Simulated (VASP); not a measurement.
# Mg7W (P-6m2) in VASP: single point with PBE

Aim: the single point of Mg7W with PBE.

Everything below comes from runs of VASP 6.6.1. Logs are shortened: lines on timing, memory, paths and dates and some standing lists are left out, and cuts for length are marked.

### Step 1. The cell of the first run

Symmetry: P-6m2, No. 187, hexagonal system. The conventional cell has a = 6.202 Å, b = 6.202 Å, c = 4.944 Å, α = 90.00°, β = 90.00°, γ = 120.00°. Mg (site symmetry mm2) has 10 Mg at 3.06 to 3.12 Å and 2 W at 3.10 Å within 4.0 Å. Within 3.8 Å of Mg (site symmetry mm2) lie 10 Mg at 2.91 to 3.29 Å and 2 W at 2.99 Å. Mg (site symmetry -6m2) has 12 Mg at 3.06 to 3.10 Å within 4.0 Å. W (site symmetry -6m2) has 12 Mg at 2.99 to 3.10 Å within 3.9 Å.

### Step 2. Single point, PBE

Input file INCAR:

```
  ALGO = Normal
  EDIFF = 1E-6
  ENCUT = 600
  GGA = PE
  GGA_COMPAT = False
  ISIF = 2
  ISMEAR = -1
  LASPH = True
  LCHARG = False
  LREAL = False
  LWAVE = False
  NBANDS = 24
  NELM = 120
  PREC = Accurate
  SIGMA = 0.1
```

Input file KPOINTS:

```
k-points
0
Gamma
  3 3 3
```

Input file POSCAR:

```
Mg7W
1.0
    6.2017800000      0.0000000000      0.0000000000
   -3.1008900000      5.3708990287      0.0000000000
    0.0000000000      0.0000000000      4.9437300000
Mg W
7 1
Direct
    0.1655000000      0.3310000000      0.5000000000
    0.1655000000      0.8345000000      0.5000000000
    0.6690000000      0.8345000000      0.5000000000
    0.8229100000      0.1770900000      0.0000000000
    0.3541800000      0.1770900000      0.0000000000
    0.8229100000      0.6458200000      0.0000000000
    0.3333333333      0.6666666667      0.0000000000
    0.6666666667      0.3333333333      0.5000000000
```

Potentials or basis: VASP PAW PBE potentials, release 64 (Mg, W_sv).

On the command line:

```sh
> cat potpaw_PBE.64/Mg/POTCAR potpaw_PBE.64/W_sv/POTCAR > POTCAR
> mpirun -np 1 vasp_std > vasp.out
```

OUTCAR:

```text
EDIFF = 1E-6
   ENCUT = 600
   GGA = PE
   ISIF = 2
   ISMEAR = -1
   LASPH = True
   LREAL = False
   NELM = 120
   PREC = Accurate

 ion  position               nearest neighbor table
   1  0.166  0.331  0.500-   7 3.06   7 3.06   2 3.08   3 3.08   4 3.08   4 3.08   5 3.08   5 3.08
                             8 3.10   8 3.10   2 3.12   3 3.12
   2  0.166  0.834  0.500-   7 3.06   7 3.06   3 3.08   1 3.08   6 3.08   6 3.08   5 3.08   5 3.08
                             8 3.10   8 3.10   3 3.12   1 3.12
   3  0.669  0.834  0.500-   7 3.06   7 3.06   2 3.08   1 3.08   6 3.08   6 3.08   4 3.08   4 3.08
                             8 3.10   8 3.10   2 3.12   1 3.12
   4  0.823  0.177  0.000-   5 2.91   6 2.91   8 2.99   8 2.99   1 3.08   1 3.08   3 3.08   3 3.08
                             7 3.10   7 3.10   5 3.29   6 3.29
   5  0.354  0.177  0.000-   4 2.91   6 2.91   8 2.99   8 2.99   1 3.08   1 3.08   2 3.08   2 3.08
                             7 3.10   7 3.10   4 3.29   6 3.29
   6  0.823  0.646  0.000-   4 2.91   5 2.91   8 2.99   8 2.99   2 3.08   2 3.08   3 3.08   3 3.08
                             7 3.10   7 3.10   4 3.29   5 3.29
   7  0.333  0.667  0.000-   2 3.06   2 3.06   3 3.06   3 3.06   1 3.06   1 3.06   6 3.10   5 3.10
                             4 3.10   4 3.10   6 3.10   5 3.10
   8  0.667  0.333  0.500-   4 2.99   4 2.99   5 2.99   5 2.99   6 2.99   6 2.99   1 3.10   3 3.10
                             2 3.10   2 3.10   1 3.10   3 3.10

  LATTYP: Found a hexagonal cell.
 ALAT       =     6.2017800000
 C/A-ratio  =     0.7971469481

  Lattice vectors:

 A1 = (   6.2017800000,   0.0000000000,   0.0000000000)
 A2 = (  -3.1008900000,   5.3708990287,   0.0000000000)
 A3 = (   0.0000000000,   0.0000000000,   4.9437300000)

Analysis of symmetry for initial positions (statically):
=====================================================================
 Subroutine PRICEL returns:
 Original cell was already a primitive cell.

 Routine SETGRP: Setting up the symmetry group for a
 hexagonal supercell.

 Subroutine GETGRP returns: Found 12 space group operations
 (whereof 12 operations were pure point group operations)
 out of a pool of 24 trial point group operations.

The static configuration has the point symmetry D_3h.

Analysis of symmetry for dynamics (positions and initial velocities):
=====================================================================
 Subroutine PRICEL returns:
 Original cell was already a primitive cell.

 Routine SETGRP: Setting up the symmetry group for a
 hexagonal supercell.

 Subroutine GETGRP returns: Found 12 space group operations
 (whereof 12 operations were pure point group operations)
 out of a pool of 24 trial point group operations.

The dynamic configuration has the point symmetry D_3h.

 Subroutine INISYM returns: Found 12 space group operations
 (whereof 12 operations are pure point group operations),
 and found     1 'primitive' translations

----------------------------------------------------------------------------------------

                                     Primitive cell

  volume of cell :     164.6714

  direct lattice vectors                    reciprocal lattice vectors
     6.201780000  0.000000000  0.000000000     0.161244030  0.093094284  0.000000000
    -3.100890000  5.370899029  0.000000000     0.000000000  0.186188568  0.000000000
     0.000000000  0.000000000  4.943730000     0.000000000  0.000000000  0.202276419

  length of vectors
     6.201780000  6.201780000  4.943730000     0.186188568  0.186188568  0.202276419

  position of ions in fractional coordinates (direct lattice)
     0.165500000  0.331000000  0.500000000
     0.165500000  0.834500000  0.500000000
     0.669000000  0.834500000  0.500000000
     0.822910000  0.177090000  0.000000000
     0.354180000  0.177090000  0.000000000
     0.822910000  0.645820000  0.000000000
     0.333333333  0.666666667  0.000000000
     0.666666667  0.333333333  0.500000000

  ion indices of the primitive-cell ions
   primitive index   ion index
                 1           1
                 2           2
                 3           3
                 4           4
                 5           5
                 6           6
                 7           7
                 8           8

----------------------------------------------------------------------------------------

 KPOINTS: k-points

Automatic generation of k-mesh.
 Grid dimensions read from file:
 generate k-points for:    3    3    3

 Generating k-lattice:

  Cartesian coordinates                     Fractional coordinates (reciprocal lattice)
     0.053748010  0.031031428  0.000000000     0.333333333  0.000000000  0.000000000
     0.000000000  0.062062856  0.000000000     0.000000000  0.333333333  0.000000000
     0.000000000  0.000000000  0.067425473     0.000000000  0.000000000  0.333333333

  Length of vectors
     0.062062856  0.062062856  0.067425473

  Shift w.r.t. Gamma in fractional coordinates (k-lattice)
     0.000000000  0.000000000  0.000000000

 Subroutine IBZKPT returns following result:
 ===========================================

 Found      6 irreducible k-points:

 Following reciprocal coordinates:
            Coordinates               Weight
  0.000000  0.000000  0.000000      1.000000
  0.333333 -0.000000  0.000000      6.000000
  0.333333  0.333333  0.000000      2.000000
  0.000000  0.000000  0.333333      2.000000
  0.333333 -0.000000  0.333333     12.000000
  0.333333  0.333333  0.333333      4.000000
   k-points           NKPTS =      6   k-points in BZ     NKDIM =      6   number of bands    NBANDS=     24
   number of dos      NEDOS =    301   number of ions     NIONS =      8
   total plane-waves  NPLWV = 100000
   dimension x,y,z NGX =    50 NGY =   50 NGZ =   40
   dimension x,y,z NGXF=   100 NGYF=  100 NGZF=   80
   ions per type =               7   1
   NGX,Y,Z   is equivalent  to a cutoff of  13.40, 13.40, 13.45 a.u.
   NGXF,Y,Z  is equivalent  to a cutoff of  26.81, 26.81, 26.90 a.u.
 SYSTEM =  unknown system
   PREC   = accura    normal or accurate (medium, high low for compatibility)
   ISTART =      0    job   : 0-new  1-cont  2-samecut
   ICHARG =      2    charge: 1-file 2-atom 10-const
   ISPIN  =      1    spin polarized calculation?
   LNONCOLLINEAR =      F non collinear calculations
   LSORBIT =      F    spin-orbit coupling
   LASPH  =      T    aspherical Exc in radial PAW
   ENCUT  =  600.0 eV  44.10 Ry    6.64 a.u.  12.39 12.39  9.87*2*pi/ulx,y,z
   NELM   =    120;   NELMIN=  2; NELMDL= -5     # of ELM steps
   EDIFF  = 0.1E-05   stopping-criterion for ELM
   LREAL  =      F    real-space projection
   EDIFFG = 0.1E-04   stopping-criterion for IOM
   NSW    =      0    number of steps for IOM
   IBRION =     -1    ionic relax: 0-MD 1-quasi-New 2-CG
   NFREE  =      0    steps in history (QN), initial steepest desc. (CG)
   ISIF   =      2    stress and relaxation
   ISYM   =      2    0-nonsym 1-usesym 2-fastsym
   POTIM  = 0.5000    time-step for ionic-motion
   TEBEG  =    0.0;   TEEND  =   0.0 temperature during run
   PSTRESS=    0.0 pullay stress
   NELECT =      28.0000    total number of electrons
   NUPDOWN=      -1.0000    fix difference up-down
   EMIN   =  10.00;   EMAX   =-10.00  energy-range for DOS
   EFERMI =   0.00;   METHOD = LEGACY
   ISMEAR =    -1;   SIGMA  =   0.10  broadening in eV -4-tet -1-fermi 0-gaus
   EFERMI_NEDOS =   21; number of points for ismear=-14 and -15
   IALGO  =     38    algorithm
   IMIX   =      4    mixing-type and parameters
     AMIX     =   0.40;   BMIX     =  1.00
     AMIX_MAG =   1.60;   BMIX_MAG =  1.00
  volume/ion in A,a.u.               =      20.58       138.91
  Fermi-wavevector in a.u.,A,eV,Ry     =   0.906960  1.713906 11.191833  0.822576
  Thomas-Fermi vector in A             =   2.030710
   LORBIT       =      0    0 simple, 1 ext, 2 COOP (PROOUT), +10 PAW based schemes
   GGA     = PE    functional components
   LHFCALC =     F    Hartree Fock is set to
   AEXX    =    0.0000 exact exchange contribution
   IVDW    =     0    specifies the selected vdW correction
   LEPSILON=     F    determine dielectric tensor
   LRPA    =     F    only Hartree local field effects (RPA)
 non-spin polarized calculation
  energy-cutoff  :      600.00
  volume of cell :      164.67
 maximum number of plane-waves:      5515
 NGX is ok and might be reduce to    50
   NGX = 25   NGY = 25   NGZ = 19

 number of electron      28.0000001 magnetization

 Free energy of the ion-electron system (eV)
  ---------------------------------------------------
  ext. energy  EPLUGINS =         0.00000000
  ---------------------------------------------------
  free energy    TOTEN  =       -21.07269065 eV

  energy without entropy =      -20.90578008  energy(sigma->0) =      -20.98923536

 E-fermi :   3.5334     XC(G=0):  -9.2464

 val. band max:        3.5047580511   @ k =   0.3333   0.3333   0.3333
 cond. band min:       3.6944959183   @ k =   0.3333  -0.0000   0.0000
 fundamental gap:      0.1897378672
 Fermi energy:         3.5334407920

 k-point     1 :       0.0000    0.0000    0.0000
  band No.  band energies     occupation
      1     -70.0607      2.00000
      2     -34.2331      2.00000
      3     -34.2331      2.00000
      4     -34.1865      2.00000
      5      -3.6808      2.00000
      6       0.6947      2.00000
[... 16 lines left out ...]
     23       7.6640      0.00000
     24       7.8158      0.00000

 k-point     2 :       0.3333   -0.0000    0.0000
  band No.  band energies     occupation
      1     -70.0607      2.00000
      2     -34.2332      2.00000
      3     -34.2331      2.00000
      4     -34.1865      2.00000
      5      -3.0816      2.00000
      6      -1.3314      2.00000
[... 16 lines left out ...]
     23       7.1856      0.00000
     24       7.8259      0.00000
[... 79 lines left out ...]
     23       7.5909      0.00000
     24       8.2734      0.00000

 k-point     6 :       0.3333    0.3333    0.3333
  band No.  band energies     occupation
      1     -70.0607      2.00000
      2     -34.2331      2.00000
      3     -34.2331      2.00000
      4     -34.1872      2.00000
      5      -1.2975      2.00000
      6      -1.2637      2.00000
[... 16 lines left out ...]
     23       8.3286      0.00000
     24       8.6419      0.00000

------------------------ aborting loop because EDIFF is reached ----------------------------------------

  FORCE on cell =-STRESS in cart. coord.  units (eV):
  Direction    XX          YY          ZZ          XY          YZ          ZX
  --------------------------------------------------------------------------------------
  -------------------------------------------------------------------------------------
  Total       -0.7163785     -0.7163785      0.6552120      0.0000000     -0.0000000      0.0000000
  in kB       -6.9700367     -6.9700367      6.3749146      0.0000000     -0.0000000      0.0000000
  external PRESSURE =      -2.5217196 kB  Pullay stress =       0.0000000 kB

 VOLUME and BASIS-vectors are now :
 -----------------------------------------------------------------------------
  energy-cutoff  :      600.00
  volume of cell :      164.67
      direct lattice vectors                 reciprocal lattice vectors
     6.201780000  0.000000000  0.000000000     0.161244030  0.093094284  0.000000000
    -3.100890000  5.370899029  0.000000000     0.000000000  0.186188568  0.000000000
     0.000000000  0.000000000  4.943730000     0.000000000  0.000000000  0.202276419

 POSITION                                       TOTAL-FORCE (eV/Angst)
 -----------------------------------------------------------------------------------
      0.00000      1.77777      2.47187         0.000000     -0.035373     -0.000000
     -1.56130      4.48202      2.47187        -0.030634      0.017686     -0.000000
      1.56130      4.48202      2.47187         0.030634      0.017686     -0.000000
      4.55437      0.95113      0.00000        -0.003657      0.002112      0.000000
      1.64741      0.95113      0.00000         0.003657      0.002112      0.000000
      3.10089      3.46863      0.00000        -0.000000     -0.004223     -0.000000
     -0.00000      3.58060      0.00000         0.000000      0.000000     -0.000000
      3.10089      1.79030      2.47187        -0.000000      0.000000     -0.000000
 -----------------------------------------------------------------------------------
    total drift:                               -0.000001      0.000000      0.000000

  FREE ENERGIE OF THE ION-ELECTRON SYSTEM (eV)
  ---------------------------------------------------
  free  energy   TOTEN  =       -21.0726906485 eV

  energy  without entropy=      -20.9057800752  energy(sigma->0) =      -20.98923536
```

Run time: 20 s. Hardware: 1 thread of Intel Xeon 6975P-C (Granite Rapids), shared host; peak memory 0.3 GiB.

Results:

| Quantity | Value |
| --- | --- |
| Free energy | -21.0727 eV |
| Pressure | -0.3 GPa |
| Largest force | 0.035 eV/Å |
| Band gap on the k mesh | zero (bands 14 and 15 overlap by 1.11 eV) |

Forces in eV/Å, atoms in the order of the input:
```
Mg   0.000 -0.035  0.000
Mg  -0.031  0.018  0.000
Mg   0.031  0.018  0.000
Mg  -0.004  0.002  0.000
Mg   0.004  0.002  0.000
Mg   0.000 -0.004  0.000
Mg   0.000  0.000  0.000
W    0.000  0.000  0.000
```

Stress tensor (GPa, compression positive):
```
-0.70  0.00  0.00
 0.00 -0.70  0.00
 0.00  0.00  0.64
```

Levels at points of the mesh, in eV from the Fermi level:
```tsv
k point	band 10	band 11	band 12	band 13	band 14	band 15	band 16	band 17	band 18	band 19
(0.00, 0.00, 0.00)	-1.73	-1.73	-1.28	-1.26	-0.48	-0.48	0.86	0.86	1.82	3.23
```

Caveat: the k points lie up to 0.42 Å⁻¹ apart, too coarse for converged energies and pressures of a metal; spin-orbit coupling is left out, which moves the levels of the heavy elements.
